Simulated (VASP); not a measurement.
# C (Fd-3m) in VASP: further runs

Aim: see how the results for C move with the level of theory and the settings. Levels: PBE, LDA. Tasks: single point.

All numbers are computed with VASP 6.6.1; they aren't measurements. Logs are shortened: lines on timing, memory, paths and dates and some standing lists are left out, and cuts for length are marked.

**1. The cell of the first run**

It takes space group Fd-3m (No. 227, cubic). Conventional cell: a = 3.560 Å, b = 3.560 Å, c = 3.560 Å, α = 90.00°, β = 90.00°, γ = 90.00°. Within 2.1 Å of C (site symmetry -43m) lie 4 C at 1.54 Å.

**2. Single point, PBE**

INCAR reads:

```
PREC = Accurate
ENCUT = 520
EDIFF = 1E-6
ISMEAR = 0
SIGMA = 0.01
LREAL = F
LASPH = T
NELM = 60
ALGO = Normal
ISIF = 2
LWAVE = F
LCHARG = T
GGA = PE
LELF = T
LVHAR = T
NBANDS = 11
```

KPOINTS reads:

```
regular mesh
0
Gamma
  6 6 6
```

POSCAR reads:

```
C
1.0
    0.0000000000      1.7801241426      1.7801241426
    1.7801241426      0.0000000000      1.7801241426
    1.7801241426      1.7801241426      0.0000000000
C
2
Direct
    0.0000000000      0.0000000000      0.0000000000
    0.2500000000      0.2500000000      0.2500000000
```

Potentials or basis: VASP PAW PBE potentials, release 64 (C).

Run with:

```console
cat potpaw_PBE.64/C/POTCAR > POTCAR
mpirun -np 1 vasp_std > vasp.out
```

OUTCAR:

```text
PREC = Accurate
   ENCUT = 520
   EDIFF = 1E-6
   ISMEAR = 0
   LREAL = F
   LASPH = T
   NELM = 60
   ISIF = 2
   GGA = PE

 ion  position               nearest neighbor table
   1  0.000  0.000  0.000-   2 1.54   2 1.54   2 1.54   2 1.54
   2  0.250  0.250  0.250-   1 1.54   1 1.54   1 1.54   1 1.54

  LATTYP: Found a face centered cubic cell.
 ALAT       =     3.5602482852

  Lattice vectors:

 A1 = (   0.0000000000,   1.7801241426,   1.7801241426)
 A2 = (   1.7801241426,   0.0000000000,   1.7801241426)
 A3 = (   1.7801241426,   1.7801241426,   0.0000000000)

Analysis of symmetry for initial positions (statically):
=====================================================================
 Subroutine PRICEL returns:
 Original cell was already a primitive cell.

 Routine SETGRP: Setting up the symmetry group for a
 face centered cubic supercell.

 Subroutine GETGRP returns: Found 48 space group operations
 (whereof 24 operations were pure point group operations)
 out of a pool of 48 trial point group operations.

The static configuration has the point symmetry T_d .
 The point group associated with its full space group is O_h .

Analysis of symmetry for dynamics (positions and initial velocities):
=====================================================================
 Subroutine PRICEL returns:
 Original cell was already a primitive cell.

 Routine SETGRP: Setting up the symmetry group for a
 face centered cubic supercell.

 Subroutine GETGRP returns: Found 48 space group operations
 (whereof 24 operations were pure point group operations)
 out of a pool of 48 trial point group operations.

The dynamic configuration has the point symmetry T_d .
 The point group associated with its full space group is O_h .

 Subroutine INISYM returns: Found 48 space group operations
 (whereof 24 operations are pure point group operations),
 and found     1 'primitive' translations

----------------------------------------------------------------------------------------

                                     Primitive cell

  volume of cell :      11.2819

  direct lattice vectors                    reciprocal lattice vectors
     0.000000000  1.780124143  1.780124143    -0.280879287  0.280879287  0.280879287
     1.780124143  0.000000000  1.780124143     0.280879287 -0.280879287  0.280879287
     1.780124143  1.780124143  0.000000000     0.280879287  0.280879287 -0.280879287

  length of vectors
     2.517475705  2.517475705  2.517475705     0.486497196  0.486497196  0.486497196

  position of ions in fractional coordinates (direct lattice)
     0.000000000  0.000000000  0.000000000
     0.250000000  0.250000000  0.250000000

  ion indices of the primitive-cell ions
   primitive index   ion index
                 1           1
                 2           2

----------------------------------------------------------------------------------------

 KPOINTS: regular mesh

Automatic generation of k-mesh.
 Grid dimensions read from file:
 generate k-points for:    6    6    6

 Generating k-lattice:

  Cartesian coordinates                     Fractional coordinates (reciprocal lattice)
    -0.046813215  0.046813215  0.046813215     0.166666667  0.000000000  0.000000000
     0.046813215 -0.046813215  0.046813215     0.000000000  0.166666667  0.000000000
     0.046813215  0.046813215 -0.046813215     0.000000000  0.000000000  0.166666667

  Length of vectors
     0.081082866  0.081082866  0.081082866

  Shift w.r.t. Gamma in fractional coordinates (k-lattice)
     0.000000000  0.000000000  0.000000000

 Subroutine IBZKPT returns following result:
 ===========================================

 Found     16 irreducible k-points:

 Following reciprocal coordinates:
            Coordinates               Weight
  0.000000  0.000000  0.000000      1.000000
  0.166667  0.000000  0.000000      8.000000
  0.333333  0.000000  0.000000      8.000000
  0.500000  0.000000  0.000000      4.000000
  0.166667  0.166667  0.000000      6.000000
  0.333333  0.166667  0.000000     24.000000
[... 8 lines left out ...]
 -0.333333  0.333333  0.166667     24.000000
 -0.333333  0.500000  0.166667     12.000000
   k-points           NKPTS =     16   k-points in BZ     NKDIM =     16   number of bands    NBANDS=     11
   number of dos      NEDOS =    301   number of ions     NIONS =      2
   total plane-waves  NPLWV =   8000
   dimension x,y,z NGX =    20 NGY =   20 NGZ =   20
   dimension x,y,z NGXF=    40 NGYF=   40 NGZF=   40
   ions per type =               2
   NGX,Y,Z   is equivalent  to a cutoff of  13.21, 13.21, 13.21 a.u.
   NGXF,Y,Z  is equivalent  to a cutoff of  26.41, 26.41, 26.41 a.u.
 SYSTEM =  unknown system
   PREC   = accura    normal or accurate (medium, high low for compatibility)
   ISTART =      0    job   : 0-new  1-cont  2-samecut
   ICHARG =      2    charge: 1-file 2-atom 10-const
   ISPIN  =      1    spin polarized calculation?
   LNONCOLLINEAR =      F non collinear calculations
   LSORBIT =      F    spin-orbit coupling
   LASPH  =      T    aspherical Exc in radial PAW
   ENCUT  =  520.0 eV  38.22 Ry    6.18 a.u.   4.68  4.68  4.68*2*pi/ulx,y,z
   NELM   =     60;   NELMIN=  2; NELMDL= -5     # of ELM steps
   EDIFF  = 0.1E-05   stopping-criterion for ELM
   LREAL  =      F    real-space projection
   EDIFFG = 0.1E-04   stopping-criterion for IOM
   NSW    =      0    number of steps for IOM
   IBRION =     -1    ionic relax: 0-MD 1-quasi-New 2-CG
   NFREE  =      0    steps in history (QN), initial steepest desc. (CG)
   ISIF   =      2    stress and relaxation
   ISYM   =      2    0-nonsym 1-usesym 2-fastsym
   POTIM  = 0.5000    time-step for ionic-motion
   TEBEG  =    0.0;   TEEND  =   0.0 temperature during run
   PSTRESS=    0.0 pullay stress
   NELECT =       8.0000    total number of electrons
   NUPDOWN=      -1.0000    fix difference up-down
   EMIN   =  10.00;   EMAX   =-10.00  energy-range for DOS
   EFERMI =   0.00;   METHOD = LEGACY
   ISMEAR =     0;   SIGMA  =   0.01  broadening in eV -4-tet -1-fermi 0-gaus
   EFERMI_NEDOS =   21; number of points for ismear=-14 and -15
   IALGO  =     38    algorithm
   IMIX   =      4    mixing-type and parameters
     AMIX     =   0.40;   BMIX     =  1.00
     AMIX_MAG =   1.60;   BMIX_MAG =  1.00
  volume/ion in A,a.u.               =       5.64        38.07
  Fermi-wavevector in a.u.,A,eV,Ry     =   1.459860  2.758735 28.996616  2.131191
  Thomas-Fermi vector in A             =   2.576377
   LORBIT       =      0    0 simple, 1 ext, 2 COOP (PROOUT), +10 PAW based schemes
   GGA     = PE    functional components
   LHFCALC =     F    Hartree Fock is set to
   AEXX    =    0.0000 exact exchange contribution
   IVDW    =     0    specifies the selected vdW correction
   LEPSILON=     F    determine dielectric tensor
   LRPA    =     F    only Hartree local field effects (RPA)
 non-spin polarized calculation
 Gauss-broadening in eV      SIGMA  =   0.01
  energy-cutoff  :      520.00
  volume of cell :       11.28
 maximum number of plane-waves:       310
   NGX =  9   NGY =  9   NGZ =  9

 number of electron       7.9999999 magnetization

 Free energy of the ion-electron system (eV)
  ---------------------------------------------------
  ext. energy  EPLUGINS =         0.00000000
  ---------------------------------------------------
  free energy    TOTEN  =       -18.17431663 eV

  energy without entropy =      -18.17431663  energy(sigma->0) =      -18.17431663

 E-fermi :   9.9668     XC(G=0): -13.2769

 val. band max:        9.8128305674   @ k =   0.0000   0.0000   0.0000
 cond. band min:      13.9768854665   @ k =   0.3333   0.3333   0.0000
 fundamental gap:      4.1640548991
 Fermi energy:         9.9667998172

 k-point     1 :       0.0000    0.0000    0.0000
  band No.  band energies     occupation
      1     -11.7395      2.00000
      2       9.8128      2.00000
      3       9.8128      2.00000
      4       9.8128      2.00000
      5      15.4168      0.00000
      6      15.4168      0.00000
      7      15.4168      0.00000
      8      23.2703      0.00000
      9      29.1755      0.00000
     10      36.4047      0.00000
     11      36.4047      0.00000

 k-point     2 :       0.1667    0.0000    0.0000
  band No.  band energies     occupation
      1     -10.9695      2.00000
      2       6.0407      2.00000
      3       8.7836      2.00000
      4       8.7836      2.00000
      5      16.7666      0.00000
      6      16.7666      0.00000
      7      17.2416      0.00000
      8      23.8934      0.00000
      9      30.1674      0.00000
     10      32.6669      0.00000
     11      32.6669      0.00000

 k-point     3 :       0.3333    0.0000    0.0000
  band No.  band energies     occupation
      1      -8.7107      2.00000
      2       0.4053      2.00000
      3       7.4812      2.00000
      4       7.4812      2.00000
      5      18.1143      0.00000
      6      18.1143      0.00000
      7      18.4461      0.00000
      8      25.1342      0.00000
      9      30.8397      0.00000
     10      33.0915      0.00000
     11      33.0915      0.00000

 k-point     4 :       0.5000    0.0000    0.0000
  band No.  band energies     occupation
      1      -5.9317      2.00000
      2      -3.6213      2.00000
      3       6.9984      2.00000
      4       6.9984      2.00000
      5      18.2940      0.00000
      6      18.2940      0.00000
      7      18.7346      0.00000
      8      25.5604      0.00000
      9      31.7889      0.00000
     10      34.0925      0.00000
     11      35.8289      0.00000
[... 127 lines left out ...]
 k-point    14 :       0.5000    0.3333    0.1667
  band No.  band energies     occupation
      1      -6.7619      2.00000
      2       1.0970      2.00000
      3       2.4634      2.00000
      4       4.9822      2.00000
      5      17.5398      0.00000
      6      19.8281      0.00000
      7      21.3060      0.00000
      8      24.0454      0.00000
      9      30.5603      0.00000
     10      31.9388      0.00000
     11      37.0080      0.00000

 k-point    15 :      -0.3333    0.3333    0.1667
  band No.  band energies     occupation
      1      -4.1478      2.00000
      2      -1.9488      2.00000
      3       1.9573      2.00000
      4       3.8526      2.00000
      5      18.6235      0.00000
      6      19.8968      0.00000
      7      23.6348      0.00000
      8      23.8786      0.00000
      9      28.0159      0.00000
     10      33.3017      0.00000
     11      37.2028      0.00000

 k-point    16 :      -0.3333    0.5000    0.1667
  band No.  band energies     occupation
      1      -2.4408      2.00000
      2      -2.4408      2.00000
      3       1.9592      2.00000
      4       1.9592      2.00000
      5      18.0581      0.00000
      6      18.0581      0.00000
      7      24.3946      0.00000
      8      24.3946      0.00000
      9      31.5923      0.00000
     10      31.5923      0.00000
     11      40.5788      0.00000

------------------------ aborting loop because EDIFF is reached ----------------------------------------

  FORCE on cell =-STRESS in cart. coord.  units (eV):
  Direction    XX          YY          ZZ          XY          YZ          ZX
  --------------------------------------------------------------------------------------
  -------------------------------------------------------------------------------------
  Total        0.3506192      0.3506192      0.3506192      0.0000000      0.0000000      0.0000000
  in kB       49.7926634     49.7926634     49.7926634      0.0000000      0.0000000      0.0000000
  external PRESSURE =      49.7926634 kB  Pullay stress =       0.0000000 kB

 VOLUME and BASIS-vectors are now :
 -----------------------------------------------------------------------------
  energy-cutoff  :      520.00
  volume of cell :       11.28
      direct lattice vectors                 reciprocal lattice vectors
     0.000000000  1.780124143  1.780124143    -0.280879287  0.280879287  0.280879287
     1.780124143  0.000000000  1.780124143     0.280879287 -0.280879287  0.280879287
     1.780124143  1.780124143  0.000000000     0.280879287  0.280879287 -0.280879287

 POSITION                                       TOTAL-FORCE (eV/Angst)
 -----------------------------------------------------------------------------------
      0.00000      0.00000      0.00000         0.000000      0.000000      0.000000
      0.89006      0.89006      0.89006        -0.000000     -0.000000     -0.000000
 -----------------------------------------------------------------------------------
    total drift:                                0.000000      0.000000      0.000000

  FREE ENERGIE OF THE ION-ELECTRON SYSTEM (eV)
  ---------------------------------------------------
  free  energy   TOTEN  =       -18.1743166350 eV

  energy  without entropy=      -18.1743166350  energy(sigma->0) =      -18.17431663
```

Wall time 2.7 s (1 thread of Intel Xeon Platinum 8488C (Sapphire Rapids), shared host); peak memory 0.11 GiB.

What came out:

```yaml
Free_energy: -18.1743 eV
Pressure: 5.0 GPa
Band_gap_on_the_k_mesh: 4.16 eV, indirect (least direct gap 5.60 eV)
```

Caveat: the k points lie up to 0.51 Å⁻¹ apart.

(Part 1 of 3 ends here.)
